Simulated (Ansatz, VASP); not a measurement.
# Two plane-wave programs on CsI

```
CELL_PARAMETERS angstrom
4.60808 0.00000 0.00000
0.00000 4.60808 0.00000
0.00000 0.00000 4.60808
ATOMIC_POSITIONS crystal
Cs 0.00000 0.00000 0.00000
I 0.50000 0.50000 0.50000
```

Alike in both runs: task single point; functional r2SCAN; k mesh 6 × 6 × 6; no spin polarisation.

|  | VASP | Ansatz |
| --- | --- | --- |
| version | VASP 6.6.1 | Ansatz 0.2.0 |
| potentials or method | VASP PAW PBE potentials, release 64 (Cs_sv, I) | plane waves, PAW |
| plane-wave cutoff (eV) | 550 | 500 |
| occupations | gaussian, width 0.01 eV | fixed |
| valence electrons in the cell | 16 | 26 |

VASP gave:

```
gap on the k mesh at the Fermi level (eV) : 4.50
pressure (GPa)                            : 0.1
```

**Question.** What did Ansatz give for the same quantities?

**Answer.** gap on the k mesh at the Fermi level (eV): 4.52; pressure (GPa): 0.0.

VASP's potentials were made for PBE, not for r2SCAN. VASP's potentials hold 16 valence electrons a cell and Ansatz's 26, so a difference there can come from the potentials and not from the codes.

Spin-orbit coupling is off throughout.
